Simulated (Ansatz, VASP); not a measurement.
# One calculation of Si7P, two programs

```
CELL_PARAMETERS angstrom
5.42000 0.00000 0.00000
0.00000 5.42000 0.00000
0.00000 0.00000 5.42000
ATOMIC_POSITIONS crystal
Si 0.00000 0.50000 0.50000
Si 0.75000 0.75000 0.25000
Si 0.50000 0.00000 0.50000
Si 0.75000 0.25000 0.75000
Si 0.50000 0.50000 0.00000
Si 0.25000 0.75000 0.75000
Si 0.25000 0.25000 0.25000
P 0.00000 0.00000 0.00000
```

Change from the starting cell: built by hand: ordered substituted diamond (P-43m, No. 215).

Alike in both runs: task relaxation of cell and atoms; functional PBE; k mesh 3 × 3 × 3; occupations gaussian, width 0.2 eV; no spin polarisation.

|  | VASP | Ansatz |
| --- | --- | --- |
| version | VASP 6.6.1 | Ansatz 0.2.0 |
| potentials or method | VASP PAW PBE potentials, release 64 (Si, P), cutoff 600 eV | scalar-relativistic, plane waves, PAW |
| valence electrons in the cell | 33 | 33 |

```csv
,VASP,Ansatz,Ansatz less VASP
"gap on the k mesh at the Fermi level, each at its own relaxed structure (eV)",none,none,-
relaxed volume (Å³/atom),19.90,19.90,0.000
relaxed length of the cell vector where the two differ most in proportion (Å),5.420,5.420,0.0000
```

A gap of «none» marks a metal or a gap that the smearing closes.

The k mesh is coarse, so the values compare programs but aren't converged. Noted on VASP's run: the relaxation stopped at its first step, so nothing moved; too few bands were computed for a metal, which touches its energy and stress.
